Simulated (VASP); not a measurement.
# SiNi2 (P6_3/mmc) in VASP: further runs, part 2 of 3

VASP 6.6.1.

## (4) Single point, PBEsol

This run uses another cell than the first one, of 10.62 Å³/atom, 1.130 times its volume.

INCAR

```
ALGO = Fast ; EDIFF = 1E-6
ENCUT = 520 ; GGA = PS
ISIF = 2 ; ISMEAR = 0
LASPH = True ; LCHARG = False
LREAL = False ; LWAVE = False
NBANDS = 33 ; NELM = 80
PREC = Accurate ; SIGMA = 0.1
```

KPOINTS

```
k-points
0
Gamma
  12 12 8
```

POSCAR

```
SiNi2
1.0
    3.8684635838      0.0000000000      0.0000000000
   -1.9342317919      3.3501877372      0.0000000000
    0.0000000000      0.0000000000      4.9169852569
Si Ni
2 4
Direct
    0.3333333333      0.6666666667      0.7500000000
    0.6666666667      0.3333333333      0.2500000000
    0.0000000000      0.0000000000      0.0000000000
    0.0000000000      0.0000000000      0.5000000000
    0.3333333333      0.6666666667      0.2500000000
    0.6666666667      0.3333333333      0.7500000000
```

Potentials or basis: VASP PAW PBE potentials, release 64 (Si, Ni).

Launch:

```console
$ cat potpaw_PBE.64/Si/POTCAR potpaw_PBE.64/Ni/POTCAR > POTCAR
$ mpirun -np 1 vasp_std > vasp.out
```

OUTCAR:

```text
EDIFF = 1E-6
   ENCUT = 520
   GGA = PS
   ISIF = 2
   ISMEAR = 0
   LASPH = True
   LREAL = False
   NELM = 80
   PREC = Accurate

 ion  position               nearest neighbor table
   1  0.333  0.667  0.750-   6 2.23   6 2.23   6 2.23   5 2.46   5 2.46   3 2.55   4 2.55   4 2.55
                             3 2.55   4 2.55   3 2.55
   2  0.667  0.333  0.250-   5 2.23   5 2.23   5 2.23   6 2.46   6 2.46   3 2.55   4 2.55   3 2.55
                             4 2.55   3 2.55   4 2.55
   3  0.000  0.000  0.000-   4 2.46   4 2.46   1 2.55   5 2.55   6 2.55   2 2.55   2 2.55   6 2.55
                             1 2.55   5 2.55   2 2.55   6 2.55   1 2.55   5 2.55
   4  0.000  0.000  0.500-   3 2.46   3 2.46   1 2.55   5 2.55   6 2.55   2 2.55   2 2.55   6 2.55
                             1 2.55   5 2.55   2 2.55   6 2.55   1 2.55   5 2.55
   5  0.333  0.667  0.250-   2 2.23   2 2.23   2 2.23   1 2.46   1 2.46   3 2.55   4 2.55   4 2.55
                             3 2.55   4 2.55   3 2.55
   6  0.667  0.333  0.750-   1 2.23   1 2.23   1 2.23   2 2.46   2 2.46   3 2.55   4 2.55   3 2.55
                             4 2.55   3 2.55   4 2.55

  LATTYP: Found a hexagonal cell.
 ALAT       =     3.8684635838
 C/A-ratio  =     1.2710434389

  Lattice vectors:

[... 187 lines left out ...]

  energy without entropy =      -39.54299556  energy(sigma->0) =      -39.55163562

 E-fermi :  11.4047     XC(G=0): -13.2176

 val. band max:       11.3914503975   @ k =   0.2500   0.0833   0.2500
 cond. band min:      11.4051447560   @ k =   0.3333   0.0000   0.2500
 fundamental gap:      0.0136943585
 Fermi energy:        11.4046792890

 k-point     1 :       0.0000    0.0000    0.0000
  band No.  band energies     occupation
      1      -1.3972      2.00000
      2       3.1201      2.00000
      3       4.8102      2.00000
      4       6.1971      2.00000
      5       6.1971      2.00000
      6       7.3685      2.00000
[... 853 lines left out ...]
     32      18.7069      0.00000
     33      19.8222      0.00000

 [... further k-points ...]
[... 5 lines left out ...]
  --------------------------------------------------------------------------------------
  -------------------------------------------------------------------------------------
  Total        0.1508389      0.1508389      0.0508694      0.0000000     -0.0000000      0.0000000
  in kB        3.7924284      3.7924284      1.2789699      0.0000000     -0.0000000      0.0000000
  external PRESSURE =       2.9546089 kB  Pullay stress =       0.0000000 kB

 VOLUME and BASIS-vectors are now :
 -----------------------------------------------------------------------------
  energy-cutoff  :      520.00
  volume of cell :       63.72
      direct lattice vectors                 reciprocal lattice vectors
     3.868463584  0.000000000  0.000000000     0.258500559  0.149245367  0.000000000
    -1.934231792  3.350187737  0.000000000     0.000000000  0.298490735  0.000000000
     0.000000000  0.000000000  4.916985257     0.000000000  0.000000000  0.203376652

 POSITION                                       TOTAL-FORCE (eV/Angst)
 -----------------------------------------------------------------------------------
     -0.00000      2.23346      3.68774        -0.000000     -0.000000     -0.000000
      1.93423      1.11673      1.22925         0.000000      0.000000     -0.000000
      0.00000      0.00000      0.00000         0.000000      0.000000     -0.000000
      0.00000      0.00000      2.45849         0.000000      0.000000     -0.000000
     -0.00000      2.23346      1.22925         0.000000      0.000000     -0.000000
      1.93423      1.11673      3.68774        -0.000000     -0.000000      0.000000
 -----------------------------------------------------------------------------------
    total drift:                                0.000000     -0.000000     -0.000000

  FREE ENERGIE OF THE ION-ELECTRON SYSTEM (eV)
  ---------------------------------------------------
  free  energy   TOTEN  =       -39.5602756736 eV

  energy  without entropy=      -39.5429955575  energy(sigma->0) =      -39.55163562
```

stdout:

```text
POSCAR found type information on POSCAR SiNi
 POSCAR found :  2 types and       6 ions
 scaLAPACK will be used
 -----------------------------------------------------------------------------
|                                                                             |
|                                                                             |
|     You enforced a specific xc type in the INCAR file but a different       |
|     I HOPE YOU KNOW WHAT YOU ARE DOING!                                     |
|                                                                             |
 -----------------------------------------------------------------------------

 LDA part: xc-table for (Slater+PW92), standard interpolation
 POSCAR, INCAR and KPOINTS ok, starting setup
 FFT: planning ... GRIDC
 FFT: planning ... GRID_SOFT
 FFT: planning ... GRID
 WAVECAR not read
 entering main loop
```

Run time: 3.7 min. Hardware: 1 thread of Intel Xeon Platinum 8488C (Sapphire Rapids), shared host; peak memory 0.29 GiB.

Results:

- Free energy: -39.5603 eV
- Pressure: 0.3 GPa
- Band gap on the k mesh: zero (band 24 reaches 14.20 eV, above the bottom of band 25 at 10.82 eV)

Levels at points of the mesh, in eV from the Fermi level:
| k point | band 21 | band 22 | band 23 | band 24 | band 25 | band 26 | band 27 | band 28 |
| --- | --- | --- | --- | --- | --- | --- | --- | --- |
| (0.00, 0.00, 0.00) | -0.65 | -0.65 | 0.13 | 2.75 | 2.75 | 2.75 | 2.88 | 2.88 |
| (0.50, 0.00, 0.00) | -1.37 | -1.25 | -1.04 | -0.71 | -0.57 | 1.22 | 1.86 | 3.01 |
| (0.00, 0.00, 0.50) | -1.28 | -1.28 | 2.23 | 2.23 | 3.33 | 3.33 | 3.33 | 3.33 |
| (0.50, 0.00, 0.50) | -1.30 | -1.30 | -0.93 | -0.93 | 0.97 | 0.97 | 2.95 | 2.95 |

Caveat: the PAW data sets were made with another functional, which shifts forces and pressure a little.

## (5) Single point, PBEsol (equal strain along all axes, cell held: +2.0 %)

INCAR

```
PREC = Accurate
ENCUT = 520
EDIFF = 1E-7
ISMEAR = 0
SIGMA = 0.1
LREAL = False
LASPH = True
NELM = 60
ALGO = Fast
ISIF = 2
LWAVE = False
LCHARG = False
GGA = PS
NBANDS = 33
```

KPOINTS

```
regular mesh
0
Gamma
  12 12 8
```

POSCAR: that of step 4 with these lines changed.

```diff
@@ -2,5 +2,5 @@
 1.0
-    3.8684635838      0.0000000000      0.0000000000
-   -1.9342317919      3.3501877372      0.0000000000
-    0.0000000000      0.0000000000      4.9169852569
+    3.9458328555      0.0000000000      0.0000000000
+   -1.9729164278      3.4171914920      0.0000000000
+    0.0000000000      0.0000000000      5.0153249621
 Si Ni
```

Potentials or basis: VASP PAW PBE potentials, release 64 (Si, Ni).

Launch:

```console
$ cat potpaw_PBE.64/Si/POTCAR potpaw_PBE.64/Ni/POTCAR > POTCAR
$ mpirun -np 1 vasp_std > vasp.out
```

OUTCAR:

```text
PREC = Accurate
   ENCUT = 520
   EDIFF = 1E-7
   ISMEAR = 0
   LREAL = False
   LASPH = True
   NELM = 60
   ISIF = 2
   GGA = PS

 ion  position               nearest neighbor table
   1  0.333  0.667  0.750-   6 2.28   6 2.28   6 2.28   5 2.51   5 2.51   3 2.60   4 2.60   4 2.60
                             3 2.60   4 2.60   3 2.60
   2  0.667  0.333  0.250-   5 2.28   5 2.28   5 2.28   6 2.51   6 2.51   3 2.60   4 2.60   3 2.60
                             4 2.60   3 2.60   4 2.60
   3  0.000  0.000  0.000-   4 2.51   4 2.51   1 2.60   5 2.60   6 2.60   2 2.60   2 2.60   6 2.60
                             1 2.60   5 2.60   2 2.60   6 2.60   1 2.60   5 2.60
   4  0.000  0.000  0.500-   3 2.51   3 2.51   1 2.60   5 2.60   6 2.60   2 2.60   2 2.60   6 2.60
                             1 2.60   5 2.60   2 2.60   6 2.60   1 2.60   5 2.60
   5  0.333  0.667  0.250-   2 2.28   2 2.28   2 2.28   1 2.51   1 2.51   3 2.60   4 2.60   4 2.60
                             3 2.60   4 2.60   3 2.60
   6  0.667  0.333  0.750-   1 2.28   1 2.28   1 2.28   2 2.51   2 2.51   3 2.60   4 2.60   3 2.60
                             4 2.60   3 2.60   4 2.60

  LATTYP: Found a hexagonal cell.
 ALAT       =     3.9458328555
 C/A-ratio  =     1.2710434389

  Lattice vectors:

 A1 = (   3.9458328555,   0.0000000000,   0.0000000000)
 A2 = (  -1.9729164278,   3.4171914920,   0.0000000000)
 A3 = (   0.0000000000,   0.0000000000,   5.0153249621)

Analysis of symmetry for initial positions (statically):
=====================================================================
 Subroutine PRICEL returns:
 Original cell was already a primitive cell.

 Routine SETGRP: Setting up the symmetry group for a
 hexagonal supercell.

 Subroutine GETGRP returns: Found 24 space group operations
 (whereof 12 operations were pure point group operations)
 out of a pool of 24 trial point group operations.

The static configuration has the point symmetry D_3d.
 The point group associated with its full space group is D_6h.

Analysis of symmetry for dynamics (positions and initial velocities):
=====================================================================
 Subroutine PRICEL returns:
 Original cell was already a primitive cell.

 Routine SETGRP: Setting up the symmetry group for a
 hexagonal supercell.

 Subroutine GETGRP returns: Found 24 space group operations
 (whereof 12 operations were pure point group operations)
 out of a pool of 24 trial point group operations.

The dynamic configuration has the point symmetry D_3d.
 The point group associated with its full space group is D_6h.

 Subroutine INISYM returns: Found 24 space group operations
 (whereof 12 operations are pure point group operations),
 and found     1 'primitive' translations

----------------------------------------------------------------------------------------

                                     Primitive cell

  volume of cell :      67.6250

  direct lattice vectors                    reciprocal lattice vectors
     3.945832855  0.000000000  0.000000000     0.253431921  0.146318988  0.000000000
    -1.972916428  3.417191492  0.000000000     0.000000000  0.292637975  0.000000000
     0.000000000  0.000000000  5.015324962     0.000000000  0.000000000  0.199388875

  length of vectors
[... 42 lines left out ...]

 Found     95 irreducible k-points:

 Following reciprocal coordinates:
            Coordinates               Weight
  0.000000  0.000000  0.000000      1.000000
  0.083333  0.000000  0.000000      6.000000
  0.166667  0.000000  0.000000      6.000000
  0.250000  0.000000  0.000000      6.000000
  0.333333  0.000000  0.000000      6.000000
  0.416667  0.000000  0.000000      6.000000
[... 16 lines left out ...]
  0.250000  0.000000  0.125000     12.000000
  0.333333  0.000000  0.125000     12.000000
 [... further k-points ...]
   k-points           NKPTS =     95   k-points in BZ     NKDIM =     95   number of bands    NBANDS=     33
   number of dos      NEDOS =    301   number of ions     NIONS =      6
   total plane-waves  NPLWV =  36000
   dimension x,y,z NGX =    30 NGY =   30 NGZ =   40
   dimension x,y,z NGXF=    60 NGYF=   60 NGZF=   80
   ions per type =               2   4
   NGX,Y,Z   is equivalent  to a cutoff of  12.64, 12.64, 13.26 a.u.
   NGXF,Y,Z  is equivalent  to a cutoff of  25.28, 25.28, 26.52 a.u.
 SYSTEM =  unknown system
   PREC   = accura    normal or accurate (medium, high low for compatibility)
   ISTART =      0    job   : 0-new  1-cont  2-samecut
   ICHARG =      2    charge: 1-file 2-atom 10-const
   ISPIN  =      1    spin polarized calculation?
   LNONCOLLINEAR =      F non collinear calculations
   LSORBIT =      F    spin-orbit coupling
   LASPH  =      T    aspherical Exc in radial PAW
   ENCUT  =  520.0 eV  38.22 Ry    6.18 a.u.   7.34  7.34  9.33*2*pi/ulx,y,z
   NELM   =     60;   NELMIN=  2; NELMDL= -5     # of ELM steps
   EDIFF  = 0.1E-06   stopping-criterion for ELM
   LREAL  =      F    real-space projection
   EDIFFG = 0.1E-05   stopping-criterion for IOM
   NSW    =      0    number of steps for IOM
   IBRION =     -1    ionic relax: 0-MD 1-quasi-New 2-CG
   NFREE  =      0    steps in history (QN), initial steepest desc. (CG)
   ISIF   =      2    stress and relaxation
   ISYM   =      2    0-nonsym 1-usesym 2-fastsym
   POTIM  = 0.5000    time-step for ionic-motion
   TEBEG  =    0.0;   TEEND  =   0.0 temperature during run
   PSTRESS=    0.0 pullay stress
   NELECT =      48.0000    total number of electrons
   NUPDOWN=      -1.0000    fix difference up-down
   EMIN   =  10.00;   EMAX   =-10.00  energy-range for DOS
   EFERMI =   0.00;   METHOD = LEGACY
   ISMEAR =     0;   SIGMA  =   0.10  broadening in eV -4-tet -1-fermi 0-gaus
   EFERMI_NEDOS =   21; number of points for ismear=-14 and -15
   IALGO  =     68    algorithm
   IMIX   =      4    mixing-type and parameters
     AMIX     =   0.40;   BMIX     =  1.00
     AMIX_MAG =   1.60;   BMIX_MAG =  1.00
  volume/ion in A,a.u.               =      11.27        76.06
  Fermi-wavevector in a.u.,A,eV,Ry     =   1.460336  2.759635 29.015542  2.132582
  Thomas-Fermi vector in A             =   2.576798
   LORBIT       =      0    0 simple, 1 ext, 2 COOP (PROOUT), +10 PAW based schemes
   GGA     = PS    functional components
   LHFCALC =     F    Hartree Fock is set to
   AEXX    =    0.0000 exact exchange contribution
   IVDW    =     0    specifies the selected vdW correction
   LEPSILON=     F    determine dielectric tensor
   LRPA    =     F    only Hartree local field effects (RPA)
 non-spin polarized calculation
 RMM-DIIS sequential band-by-band and
 Gauss-broadening in eV      SIGMA  =   0.10
  energy-cutoff  :      520.00
  volume of cell :       67.62
 maximum number of plane-waves:      1854
 NGX is ok and might be reduce to    30
   NGX = 15   NGY = 15   NGZ = 19

 number of electron      48.0000036 magnetization

 Free energy of the ion-electron system (eV)
  ---------------------------------------------------
  ext. energy  EPLUGINS =         0.00000000
  ---------------------------------------------------
  free energy    TOTEN  =       -39.41347271 eV

  energy without entropy =      -39.39489671  energy(sigma->0) =      -39.40418471

 E-fermi :  10.5018     XC(G=0): -12.8999

 val. band max:       10.4971035461   @ k =   0.2500   0.0833   0.2500
 cond. band min:      10.5133716865   @ k =   0.3333   0.0000   0.2500
 fundamental gap:      0.0162681404
 Fermi energy:        10.5018416574

 k-point     1 :       0.0000    0.0000    0.0000
  band No.  band energies     occupation
      1      -1.8045      2.00000
      2       2.4744      2.00000
      3       4.2848      2.00000
      4       5.6638      2.00000
      5       5.6638      2.00000
      6       6.7516      2.00000
[... 853 lines left out ...]
     32      17.4666      0.00000
     33      18.5751      0.00000

 [... further k-points ...]
[... 5 lines left out ...]
  --------------------------------------------------------------------------------------
  -------------------------------------------------------------------------------------
  Total       -5.0834017     -5.0834017     -4.3844732      0.0000000      0.0000000     -0.0000000
  in kB     -120.4364474   -120.4364474   -103.8773643      0.0000000      0.0000000     -0.0000000
  external PRESSURE =    -114.9167530 kB  Pullay stress =       0.0000000 kB

 VOLUME and BASIS-vectors are now :
 -----------------------------------------------------------------------------
  energy-cutoff  :      520.00
  volume of cell :       67.62
      direct lattice vectors                 reciprocal lattice vectors
     3.945832855  0.000000000  0.000000000     0.253431921  0.146318988  0.000000000
    -1.972916428  3.417191492  0.000000000     0.000000000  0.292637975  0.000000000
     0.000000000  0.000000000  5.015324962     0.000000000  0.000000000  0.199388875

 POSITION                                       TOTAL-FORCE (eV/Angst)
 -----------------------------------------------------------------------------------
     -0.00000      2.27813      3.76149         0.000000     -0.000000      0.000000
      1.97292      1.13906      1.25383        -0.000000      0.000000      0.000000
      0.00000      0.00000      0.00000         0.000000     -0.000000      0.000000
      0.00000      0.00000      2.50766         0.000000     -0.000000      0.000000
     -0.00000      2.27813      1.25383         0.000000     -0.000000      0.000000
      1.97292      1.13906      3.76149        -0.000000      0.000000      0.000000
 -----------------------------------------------------------------------------------
    total drift:                                0.000000     -0.000000      0.000000

  FREE ENERGIE OF THE ION-ELECTRON SYSTEM (eV)
  ---------------------------------------------------
  free  energy   TOTEN  =       -39.4134727103 eV

  energy  without entropy=      -39.3948967109  energy(sigma->0) =      -39.40418471
```

OSZICAR:

```text
N       E                     dE             d eps       ncg     rms          rms(c)
DAV:   1     0.312909166690E+03    0.31291E+03   -0.20775E+04  6294   0.185E+03
DAV:   2    -0.223956160615E+02   -0.33530E+03   -0.31717E+03  6287   0.364E+02
DAV:   3    -0.444807016564E+02   -0.22085E+02   -0.20844E+02  6922   0.119E+02
DAV:   4    -0.450499841200E+02   -0.56928E+00   -0.56555E+00  7583   0.172E+01
DAV:   5    -0.450698011410E+02   -0.19817E-01   -0.19809E-01  7820   0.301E+00    0.241E+01
RMM:   6    -0.472344367469E+02   -0.21646E+01   -0.79674E+01  6799   0.885E+01    0.267E+01
RMM:   7    -0.395732703012E+02    0.76612E+01   -0.22496E+01  6299   0.500E+01    0.593E+00
RMM:   8    -0.404941830171E+02   -0.92091E+00   -0.22876E+00  6509   0.137E+01    0.117E+01
RMM:   9    -0.394200982873E+02    0.10741E+01   -0.11268E+00  6457   0.108E+01    0.114E+00
RMM:  10    -0.394144516405E+02    0.56466E-02   -0.95295E-02  6691   0.175E+00    0.622E-01
RMM:  11    -0.394127173422E+02    0.17343E-02   -0.26135E-02  7362   0.138E+00    0.275E-01
RMM:  12    -0.394134193378E+02   -0.70200E-03   -0.80472E-03  7894   0.500E-01    0.191E-01
RMM:  13    -0.394135640008E+02   -0.14466E-03   -0.16413E-03  8887   0.203E-01    0.108E-01
RMM:  14    -0.394134764644E+02    0.87536E-04   -0.44845E-04  6845   0.192E-01    0.352E-02
RMM:  15    -0.394134704227E+02    0.60417E-05   -0.60630E-05  7174   0.792E-02    0.144E-02
RMM:  16    -0.394134725158E+02   -0.20930E-05   -0.25477E-05  9220   0.257E-02    0.649E-03
RMM:  17    -0.394134726993E+02   -0.18350E-06   -0.18993E-06  7683   0.728E-03    0.635E-03
RMM:  18    -0.394134727103E+02   -0.11071E-07   -0.36857E-07  5098   0.369E-03
   1 F= -.39413473E+02 E0= -.39404185E+02  d E =-.185760E-01
```

stdout:

```text
POSCAR found type information on POSCAR SiNi
 POSCAR found :  2 types and       6 ions
 scaLAPACK will be used
 -----------------------------------------------------------------------------
|                                                                             |
|                                                                             |
|     You enforced a specific xc type in the INCAR file but a different       |
|     I HOPE YOU KNOW WHAT YOU ARE DOING!                                     |
|                                                                             |
 -----------------------------------------------------------------------------

 LDA part: xc-table for (Slater+PW92), standard interpolation
 POSCAR, INCAR and KPOINTS ok, starting setup
 FFT: planning ... GRIDC
 FFT: planning ... GRID_SOFT
 FFT: planning ... GRID
 WAVECAR not read
 entering main loop
```

It took 3.9 min on 1 thread of Intel Xeon Platinum 8488C (Sapphire Rapids), shared host; peak memory 0.3 GiB.

Results:

* Free energy: -39.4135 eV
* Pressure: -11.5 GPa
* Band gap on the k mesh: zero (band 24 reaches 13.06 eV, above the bottom of band 25 at 9.96 eV)

Caveat: the cell differs from its parent crystal (equal strain along all axes, cell held: +2.0 %); the PAW data sets were made with another functional, which shifts forces and pressure a little.

(Part 2 of 3 ends here.)
